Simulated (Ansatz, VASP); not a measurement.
## SrTiO3: VASP beside Ansatz

```
Sr Ti O
1.0
     4.07418    0.00000    0.00000
     0.00000    4.07418    0.00000
     0.00000    0.00000    3.66086
Sr Ti O
1 1 3
Cartesian
  0.0056 0.0000 0.0000
  2.0634 2.0371 1.8304
  -0.0397 2.0371 1.8304
  2.0024 0.0000 1.8304
  2.0024 2.0371 0.0000
```

Change from the starting cell: mode 1 frozen in at -0.038 Å, strain +e along z and -e/2 along x and y -0.0700.

Alike in both runs: task single point; functional PBE; k mesh 8 × 8 × 8; occupations gaussian, width 0.05 eV; no spin polarisation.

|  | VASP | Ansatz |
| --- | --- | --- |
| version | VASP 6.6.1 | Ansatz 0.2.0 |
| potentials or method | VASP PAW PBE potentials, release 64 (Sr_sv, Ti_sv, O), cutoff 520 eV | scalar-relativistic, plane waves, PAW |
| valence electrons in the cell | 40 | 40 |

Ansatz gave:

| Quantity | Value |
| --- | --- |
| gap on the k mesh at the Fermi level (eV) | 1.84 |
| least direct gap on the mesh (eV) | 2.15 |
| pressure (GPa) | 4.0 |
| traceless stress, the component that is largest in VASP (GPa) | 18.96 |
| rms of the force components (eV/Å) | 0.125 |

Task: Estimate VASP's values.

Result: gap on the k mesh at the Fermi level (eV): 1.80; least direct gap on the mesh (eV): 2.13; pressure (GPa): 4.6; traceless stress, the component that is largest in VASP (GPa): 19.16; rms of the force components (eV/Å): 0.120.

Atom by atom the forces differ by 0.006 eV/Å (rms over components). With one functional, cell and mesh, what is left measures potentials, basis and numerics.
